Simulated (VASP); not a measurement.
A run of VASP 6.6.1:

The input INCAR:

```
SYSTEM = BePd
PREC = Accurate
ENCUT = 520
EDIFF = 1E-6
ISMEAR = 0
SIGMA = 0.15
LREAL = .False.
LASPH = .True.
NELM = 100
ALGO = Fast
ISIF = 2
LWAVE = .False.
LCHARG = .True.
GGA = PS
LELF = .True.
LVHAR = .True.
NBANDS = 13
```

The input KPOINTS:

```
Automatic mesh
0
Gamma
  18 18 18
  0 0 0
```

The input POSCAR:

```
BePd
1.0
    2.8148674050      0.0731134391      0.0731134391
    0.0731134391      2.8148674050      0.0731134391
    0.0731134391      0.0731134391      2.8148674050
Be Pd
1 1
Direct
    0.0000000000      0.0000000000      0.0000000000
    0.5000000000      0.5000000000      0.5000000000
```

Potentials or basis: VASP PAW PBE potentials, release 64 (Be, Pd).

Command:

```console
$ cat potpaw_PBE.64/Be/POTCAR potpaw_PBE.64/Pd/POTCAR > POTCAR
$ mpirun -np 1 vasp_std > vasp.out
```

Hardware: 1 thread of Intel Xeon 8259CL, with other jobs on the host.

Problem. Estimate the wall time of this run.

Solution. Wall time 2.6 min on 1 thread of Intel Xeon 8259CL (shared host), peak memory 0.29 GiB. Counts: scf iterations 12, k points 580.
